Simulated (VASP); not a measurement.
# MoN2 (Cmmm) in VASP: further runs

Runs on MoN2. Level: PBE. Tasks: single point.

Program: VASP 6.6.1. These are calculated values, not measurements. Logs are shortened: lines on timing, memory, paths and dates and some standing lists are left out, and cuts for length are marked.

## 1. The cell of the first run

The structure is orthorhombic, space group Cmmm (No. 65). Conventional cell: a = 6.074 Å, b = 6.181 Å, c = 2.752 Å, α = 90.00°, β = 90.00°, γ = 90.00°. Mo (site symmetry 2/m) has 8 N at 2.22 to 2.23 Å and 2 Mo at 2.75 Å within 2.9 Å. Within 1.9 Å of N (site symmetry m2m) lie 1 N at 1.39 Å. N (site symmetry 2mm) has 1 N at 1.36 Å within 1.8 Å.

## 2. Single point, PBE (strain +0.0175 x Voigt [0, 0, 0, 0, 0, 1])

INCAR

```
PREC = Accurate
ENCUT = 520
EDIFF = 1E-7
ISMEAR = 0
SIGMA = 0.15
LREAL = F
LASPH = T
NELM = 100
ALGO = Fast
ISIF = 2
LWAVE = F
LCHARG = T
GGA = PE
LELF = T
LVHAR = T
NBANDS = 33
```

KPOINTS

```
Automatic mesh
0
Gamma
  12 12 18
```

POSCAR

```
MoN2
1.0
    4.3330619473      0.0379142920      0.0000000000
    0.0379142920      4.3330619473      0.0000000000
    0.0000000000      0.0000000000      2.7518917152
Mo N
2 4
Direct
    0.5000000000      0.5000000000      0.0000000000
    0.0000000000      0.0000000000      0.0000000000
    0.8879039728      0.3879039728      0.5000000000
    0.1120960272      0.6120960272      0.5000000000
    0.3879039728      0.1120960272      0.5000000000
    0.6120960272      0.8879039728      0.5000000000
```

Potentials or basis: VASP PAW PBE potentials, release 64 (Mo_sv, N).

Run with:

```bash
$ cat potpaw_PBE.64/Mo_sv/POTCAR potpaw_PBE.64/N/POTCAR > POTCAR
$ mpirun -np 1 vasp_std > vasp.out
```

OUTCAR:

```text
PREC = Accurate
   ENCUT = 520
   EDIFF = 1E-7
   ISMEAR = 0
   LREAL = F
   LASPH = T
   NELM = 100
   ISIF = 2
   GGA = PE

 ion  position               nearest neighbor table
   1  0.500  0.500  0.000-   3 2.22   4 2.22   3 2.22   4 2.22   5 2.23   6 2.23   5 2.23   6 2.23
                             2 3.04   2 3.04   2 3.09   2 3.09
   2  0.000  0.000  0.000-   3 2.22   4 2.22   3 2.22   4 2.22   5 2.23   6 2.23   5 2.23   6 2.23
                             1 3.04   1 3.04   1 3.09   1 3.09
   3  0.888  0.388  0.500-   4 1.39   2 2.22   1 2.22   1 2.22   2 2.22
   4  0.112  0.612  0.500-   3 1.39   2 2.22   1 2.22   1 2.22   2 2.22
   5  0.388  0.112  0.500-   6 1.36   2 2.23   1 2.23   1 2.23   2 2.23
   6  0.612  0.888  0.500-   5 1.36   2 2.23   1 2.23   1 2.23   2 2.23

  LATTYP: Found a base centered orthorhombic cell.
 ALAT       =     6.0742560665
 B/A-ratio  =     1.0176544767
 C/A-ratio  =     0.4530417692

  Lattice vectors:

 A1 = (  -0.0379142920,  -4.3330619473,   0.0000000000)
 A2 = (   4.3330619473,   0.0379142920,   0.0000000000)
 A3 = (   0.0000000000,   0.0000000000,   2.7518917152)

Analysis of symmetry for initial positions (statically):
=====================================================================
 Subroutine PRICEL returns:
 Original cell was already a primitive cell.

 Routine SETGRP: Setting up the symmetry group for a
 base centered orthorhombic supercell.

 Subroutine GETGRP returns: Found  8 space group operations
 (whereof  4 operations were pure point group operations)
 out of a pool of  8 trial point group operations.

The static configuration has the point symmetry C_2h.
 The point group associated with its full space group is D_2h.

Analysis of symmetry for dynamics (positions and initial velocities):
=====================================================================
 Subroutine PRICEL returns:
 Original cell was already a primitive cell.

 Routine SETGRP: Setting up the symmetry group for a
 base centered orthorhombic supercell.

 Subroutine GETGRP returns: Found  8 space group operations
 (whereof  4 operations were pure point group operations)
 out of a pool of  8 trial point group operations.

The dynamic configuration has the point symmetry C_2h.
 The point group associated with its full space group is D_2h.

 Subroutine INISYM returns: Found  8 space group operations
 (whereof  4 operations are pure point group operations),
 and found     1 'primitive' translations

----------------------------------------------------------------------------------------

                                     Primitive cell

  volume of cell :      51.6640

  direct lattice vectors                    reciprocal lattice vectors
     4.333061947  0.037914292  0.000000000     0.230801355 -0.002019512  0.000000000
     0.037914292  4.333061947  0.000000000    -0.002019512  0.230801355  0.000000000
     0.000000000  0.000000000  2.751891715     0.000000000  0.000000000  0.363386391

  length of vectors
     4.333227819  4.333227819  2.751891715     0.230810190  0.230810190  0.363386391

  position of ions in fractional coordinates (direct lattice)
     0.500000000  0.500000000  0.000000000
     0.000000000  0.000000000  0.000000000
     0.887903973  0.387903973  0.500000000
     0.112096027  0.612096027  0.500000000
     0.387903973  0.112096027  0.500000000
     0.612096027  0.887903973  0.500000000

  ion indices of the primitive-cell ions
   primitive index   ion index
                 1           1
                 2           2
                 3           3
                 4           4
                 5           5
                 6           6

----------------------------------------------------------------------------------------

 KPOINTS: Automatic mesh

Automatic generation of k-mesh.
 Grid dimensions read from file:
 generate k-points for:   12   12   18

 Generating k-lattice:

  Cartesian coordinates                     Fractional coordinates (reciprocal lattice)
     0.019233446 -0.000168293  0.000000000     0.083333333  0.000000000  0.000000000
    -0.000168293  0.019233446  0.000000000     0.000000000  0.083333333  0.000000000
     0.000000000  0.000000000  0.020188133     0.000000000  0.000000000  0.055555556

  Length of vectors
     0.019234183  0.019234183  0.020188133

  Shift w.r.t. Gamma in fractional coordinates (k-lattice)
     0.000000000  0.000000000  0.000000000

 Subroutine IBZKPT returns following result:
 ===========================================

 Found    430 irreducible k-points:

 Following reciprocal coordinates:
            Coordinates               Weight
  0.000000  0.000000  0.000000      1.000000
  0.083333  0.000000  0.000000      4.000000
  0.166667 -0.000000  0.000000      4.000000
  0.250000  0.000000  0.000000      4.000000
  0.333333  0.000000  0.000000      4.000000
  0.416667 -0.000000  0.000000      4.000000
[... 16 lines left out ...]
  0.500000  0.166667  0.000000      4.000000
 -0.416667  0.166667  0.000000      4.000000
 [... further k-points ...]
   k-points           NKPTS =    430   k-points in BZ     NKDIM =    430   number of bands    NBANDS=     33
   number of dos      NEDOS =    301   number of ions     NIONS =      6
   total plane-waves  NPLWV =  20480
   dimension x,y,z NGX =    32 NGY =   32 NGZ =   20
   dimension x,y,z NGXF=    64 NGYF=   64 NGZF=   40
   ions per type =               2   4
   NGX,Y,Z   is equivalent  to a cutoff of  12.28, 12.28, 12.08 a.u.
   NGXF,Y,Z  is equivalent  to a cutoff of  24.55, 24.55, 24.16 a.u.
 SYSTEM =  unknown system
   PREC   = accura    normal or accurate (medium, high low for compatibility)
   ISTART =      0    job   : 0-new  1-cont  2-samecut
   ICHARG =      2    charge: 1-file 2-atom 10-const
   ISPIN  =      1    spin polarized calculation?
   LNONCOLLINEAR =      F non collinear calculations
   LSORBIT =      F    spin-orbit coupling
   LASPH  =      T    aspherical Exc in radial PAW
   ENCUT  =  520.0 eV  38.22 Ry    6.18 a.u.   8.06  8.06  5.12*2*pi/ulx,y,z
   NELM   =    100;   NELMIN=  2; NELMDL= -5     # of ELM steps
   EDIFF  = 0.1E-06   stopping-criterion for ELM
   LREAL  =      F    real-space projection
   EDIFFG = 0.1E-05   stopping-criterion for IOM
   NSW    =      0    number of steps for IOM
   IBRION =     -1    ionic relax: 0-MD 1-quasi-New 2-CG
   NFREE  =      0    steps in history (QN), initial steepest desc. (CG)
   ISIF   =      2    stress and relaxation
   ISYM   =      2    0-nonsym 1-usesym 2-fastsym
   POTIM  = 0.5000    time-step for ionic-motion
   TEBEG  =    0.0;   TEEND  =   0.0 temperature during run
   PSTRESS=    0.0 pullay stress
   NELECT =      48.0000    total number of electrons
   NUPDOWN=      -1.0000    fix difference up-down
   EMIN   =  10.00;   EMAX   =-10.00  energy-range for DOS
   EFERMI =   0.00;   METHOD = LEGACY
   ISMEAR =     0;   SIGMA  =   0.15  broadening in eV -4-tet -1-fermi 0-gaus
   EFERMI_NEDOS =   21; number of points for ismear=-14 and -15
   IALGO  =     68    algorithm
   IMIX   =      4    mixing-type and parameters
     AMIX     =   0.40;   BMIX     =  1.00
     AMIX_MAG =   1.60;   BMIX_MAG =  1.00
  volume/ion in A,a.u.               =       8.61        58.11
  Fermi-wavevector in a.u.,A,eV,Ry     =   1.597445  3.018734 34.719768  2.551831
  Thomas-Fermi vector in A             =   2.695050
   LORBIT       =      0    0 simple, 1 ext, 2 COOP (PROOUT), +10 PAW based schemes
   GGA     = PE    functional components
   LHFCALC =     F    Hartree Fock is set to
   AEXX    =    0.0000 exact exchange contribution
   IVDW    =     0    specifies the selected vdW correction
   LEPSILON=     F    determine dielectric tensor
   LRPA    =     F    only Hartree local field effects (RPA)
 non-spin polarized calculation
 RMM-DIIS sequential band-by-band and
 Gauss-broadening in eV      SIGMA  =   0.15
  energy-cutoff  :      520.00
  volume of cell :       51.66
 maximum number of plane-waves:      1432
   NGX = 17   NGY = 17   NGZ = 11

 number of electron      48.0000000 magnetization

 Free energy of the ion-electron system (eV)
  ---------------------------------------------------
  ext. energy  EPLUGINS =         0.00000000
  ---------------------------------------------------
  free energy    TOTEN  =       -54.71616525 eV

  energy without entropy =      -54.69559890  energy(sigma->0) =      -54.70588208

 E-fermi :  12.2681     XC(G=0): -13.7348

 val. band max:       12.2630017592   @ k =  -0.4167   0.4167   0.0556
 cond. band min:      12.2704091695   @ k =   0.4167   0.2500   0.2222
 fundamental gap:      0.0074074103
 Fermi energy:        12.2680747744

 k-point     1 :       0.0000    0.0000    0.0000
  band No.  band energies     occupation
      1     -49.7946      2.00000
      2     -49.7324      2.00000
      3     -24.0109      2.00000
      4     -23.9692      2.00000
      5     -23.6583      2.00000
      6     -23.6306      2.00000
[... 25 lines left out ...]
     32      18.1565      0.00000
     33      20.4584      0.00000

 k-point     2 :       0.0833    0.0000    0.0000
  band No.  band energies     occupation
      1     -49.7935      2.00000
      2     -49.7334      2.00000
      3     -24.0052      2.00000
      4     -23.9647      2.00000
      5     -23.6644      2.00000
      6     -23.6379      2.00000
[... 25 lines left out ...]
     32      18.0683      0.00000
     33      19.6497      0.00000

 k-point     3 :       0.1667   -0.0000    0.0000
  band No.  band energies     occupation
      1     -49.7904      2.00000
      2     -49.7365      2.00000
      3     -23.9886      2.00000
      4     -23.9512      2.00000
      5     -23.6826      2.00000
      6     -23.6591      2.00000
[... 25 lines left out ...]
     32      17.8212      0.00000
     33      19.3505      0.00000

 k-point     4 :       0.2500    0.0000    0.0000
  band No.  band energies     occupation
      1     -49.7854      2.00000
      2     -49.7414      2.00000
      3     -23.9621      2.00000
      4     -23.9289      2.00000
      5     -23.7116      2.00000
      6     -23.6913      2.00000
[... 25 lines left out ...]
     32      17.4493      0.00000
     33      19.2319      0.00000

 k-point     5 :       0.3333    0.0000    0.0000
  band No.  band energies     occupation
      1     -49.7789      2.00000
      2     -49.7478      2.00000
      3     -23.9274      2.00000
      4     -23.8984      2.00000
      5     -23.7498      2.00000
      6     -23.7309      2.00000
[... 604 lines left out ...]
 k-point    22 :       0.4167    0.1667    0.0000
  band No.  band energies     occupation
      1     -49.7718      2.00000
      2     -49.7546      2.00000
      3     -23.9933      2.00000
      4     -23.8976      2.00000
      5     -23.7574      2.00000
      6     -23.6730      2.00000
[... 25 lines left out ...]
     32      16.4472      0.00000
     33      19.4095      0.00000

 k-point    23 :       0.5000    0.1667    0.0000
  band No.  band energies     occupation
      1     -49.7648      2.00000
      2     -49.7615      2.00000
      3     -23.9570      2.00000
      4     -23.9356      2.00000
      5     -23.7206      2.00000
      6     -23.7112      2.00000
[... 25 lines left out ...]
     32      16.0250      0.00000
     33      19.9991      0.00000

 k-point    24 :      -0.4167    0.1667    0.0000
  band No.  band energies     occupation
      1     -49.7686      2.00000
      2     -49.7578      2.00000
      3     -23.9662      2.00000
      4     -23.9096      2.00000
      5     -23.7598      2.00000
      6     -23.6863      2.00000
[... 25 lines left out ...]
     32      16.3583      0.00000
     33      19.5677      0.00000

 [... further k-points ...]

------------------------ aborting loop because EDIFF is reached ----------------------------------------

  FORCE on cell =-STRESS in cart. coord.  units (eV):
  Direction    XX          YY          ZZ          XY          YZ          ZX
  --------------------------------------------------------------------------------------
  -------------------------------------------------------------------------------------
  Total        0.2989970      0.2989970      0.1256503     -1.5834011      0.0000000      0.0000000
  in kB        9.2723435      9.2723435      3.8966030    -49.1036335      0.0000000      0.0000000
  external PRESSURE =       7.4804300 kB  Pullay stress =       0.0000000 kB

 VOLUME and BASIS-vectors are now :
 -----------------------------------------------------------------------------
  energy-cutoff  :      520.00
  volume of cell :       51.66
      direct lattice vectors                 reciprocal lattice vectors
     4.333061947  0.037914292  0.000000000     0.230801355 -0.002019512  0.000000000
     0.037914292  4.333061947  0.000000000    -0.002019512  0.230801355  0.000000000
     0.000000000  0.000000000  2.751891715     0.000000000  0.000000000  0.363386391

 POSITION                                       TOTAL-FORCE (eV/Angst)
 -----------------------------------------------------------------------------------
      2.18549      2.18549      0.00000        -0.000000      0.000000      0.000000
      0.00000      0.00000      0.00000        -0.000000      0.000000      0.000000
      3.86205      1.71448      1.37595         0.055387      0.055387      0.000000
      0.50893      2.65650      1.37595        -0.055387     -0.055387      0.000000
      1.68506      0.50043      1.37595        -0.180728      0.180728      0.000000
      2.68591      3.87055      1.37595         0.180728     -0.180728      0.000000
 -----------------------------------------------------------------------------------
    total drift:                                0.000000     -0.000000     -0.000000

  FREE ENERGIE OF THE ION-ELECTRON SYSTEM (eV)
  ---------------------------------------------------
  free  energy   TOTEN  =       -54.7161652538 eV

  energy  without entropy=      -54.6955989019  energy(sigma->0) =      -54.70588208
```

It took 7.3 min on 1 thread of Oxide Virtual Turin-like, shared host; peak memory 0.57 GiB.

What came out:

| Property | Result |
| --- | --- |
| Free energy | -54.7162 eV |
| Pressure | 0.7 GPa |
| Largest force | 0.256 eV/Å |
| Band gap on the k mesh | zero (bands 24 and 25 overlap by 2.24 eV) |

Forces in eV/Å, atoms in the order of the input:
```
Mo   0.000  0.000  0.000
Mo   0.000  0.000  0.000
N    0.055  0.055  0.000
N   -0.055 -0.055  0.000
N   -0.181  0.181  0.000
N    0.181 -0.181  0.000
```

Levels at points of the mesh, in eV from the Fermi level:
| k point | band 22 | band 23 | band 24 | band 25 | band 26 | band 27 |
| --- | --- | --- | --- | --- | --- | --- |
| (0.00, 0.00, 0.00) | -2.93 | -2.32 | -1.80 | 0.57 | 0.67 | 0.97 |
| (0.50, 0.00, 0.00) | -1.93 | -1.23 | -1.15 | -0.50 | -0.33 | 2.15 |
| (0.50, 0.50, 0.00) | -0.75 | 0.32 | 0.43 | 0.58 | 0.69 | 0.99 |
| (0.00, 0.00, 0.50) | -2.01 | 0.73 | 1.05 | 2.09 | 2.22 | 2.32 |
| (0.50, 0.00, 0.50) | -2.50 | -1.07 | -1.06 | 2.47 | 2.53 | 2.97 |
| (0.50, 0.50, 0.50) | -5.09 | -1.48 | -1.24 | 2.32 | 2.55 | 3.22 |

Caveat: the cell differs from its parent crystal (strain +0.0175 x Voigt [0, 0, 0, 0, 0, 1]).

## 3. Single point, PBE (strain +0.0125 x Voigt [0, 0, 0, 0, 0, 1])

INCAR

```
ALGO = Fast
EDIFF = 1E-6
ENCUT = 520
GGA = PE
ISIF = 2
ISMEAR = 0
LASPH = True
LCHARG = False
LREAL = False
LWAVE = False
NBANDS = 33
NELM = 60
PREC = Accurate
SIGMA = 0.15
```

KPOINTS

```
k-points
0
Gamma
  12 12 18
```

Edit POSCAR of step 2 so:

```diff
@@ -2,4 +2,4 @@
 1.0
-    4.3330619473      0.0379142920      0.0000000000
-    0.0379142920      4.3330619473      0.0000000000
+    4.3330619473      0.0270816372      0.0000000000
+    0.0270816372      4.3330619473      0.0000000000
     0.0000000000      0.0000000000      2.7518917152
```

Potentials or basis: VASP PAW PBE potentials, release 64 (Mo_sv, N).

Run with:

```bash
$ cat potpaw_PBE.64/Mo_sv/POTCAR potpaw_PBE.64/N/POTCAR > POTCAR
$ mpirun -np 1 vasp_std > vasp.out
```

Run time: 6.6 min. Hardware: 1 thread of Oxide Virtual Turin-like, shared host; peak memory 0.56 GiB.

It converged, with:

- Free energy: -54.7229 eV
- Pressure: 0.7 GPa
- Largest force: 0.202 eV/Å
- Band gap on the k mesh: zero (bands 24 and 25 overlap by 2.22 eV)

Forces in eV/Å, atoms in the order of the input:
```
Mo   0.000  0.000  0.000
Mo   0.000  0.000  0.000
N    0.026  0.026  0.000
N   -0.026 -0.026  0.000
N   -0.143  0.143  0.000
N    0.143 -0.143  0.000
```

Stress tensor (GPa, compression positive):
```
 0.82 -3.50  0.00
-3.50  0.82  0.00
 0.00  0.00  0.43
```

Levels at points of the mesh, in eV from the Fermi level:
| k point | band 20 | band 21 | band 22 | band 23 | band 24 | band 25 | band 26 | band 27 | band 28 | band 29 |
| --- | --- | --- | --- | --- | --- | --- | --- | --- | --- | --- |
| (0.00, 0.00, 0.00) | -3.90 | -3.10 | -2.96 | -2.32 | -1.80 | 0.58 | 0.65 | 0.98 | 1.73 | 2.19 |
| (0.50, 0.00, 0.00) | -4.27 | -2.08 | -1.96 | -1.22 | -1.16 | -0.48 | -0.36 | 2.16 | 2.23 | 3.28 |
| (0.50, 0.50, 0.00) | -3.75 | -0.94 | -0.78 | 0.37 | 0.45 | 0.56 | 0.64 | 0.99 | 1.04 | 2.79 |
| (0.00, 0.00, 0.50) | -2.73 | -2.08 | -2.02 | 0.73 | 1.05 | 2.09 | 2.22 | 2.34 | 2.43 | 2.91 |
| (0.50, 0.00, 0.50) | -4.25 | -2.56 | -2.51 | -1.07 | -1.06 | 2.48 | 2.52 | 2.99 | 3.08 | 3.47 |
| (0.50, 0.50, 0.50) | -5.27 | -5.25 | -5.12 | -1.44 | -1.27 | 2.35 | 2.51 | 3.26 | 3.47 | 4.13 |

Caveat: the cell differs from its parent crystal (strain +0.0125 x Voigt [0, 0, 0, 0, 0, 1]).
